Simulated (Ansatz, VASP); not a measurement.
# Rh: VASP beside Ansatz

```
Rh
1.0
     0.00000    1.93958    1.90155
     1.93958    0.00000    1.90155
     1.93958    1.93958    0.00000
Rh
1
Direct
  0.00000 0.00000 0.00000
```

Change from the starting cell: equal xx and yy strain of +2 %.

Alike in both runs: task single point; functional PBEsol; k mesh 16 × 16 × 16; occupations fermi-dirac, width 0.08 eV; no spin polarisation.

|  | VASP | Ansatz |
| --- | --- | --- |
| version | VASP 6.6.1 | Ansatz 0.2.0 |
| potentials or method | VASP PAW PBE potentials, release 64 (Rh_pv), cutoff 520 eV | all-electron LAPW, scalar-relativistic |

|  | VASP | Ansatz | Ansatz less VASP |
| --- | --- | --- | --- |
| pressure (GPa) | -14.5 | -14.4 | +0.06 |
| traceless stress, the component that is largest in VASP (GPa) | 2.81 | 2.82 | +0.008 |

VASP's potentials were made for PBE, not for PBEsol. Ansatz ran all-electron here, and VASP with PAW potentials.
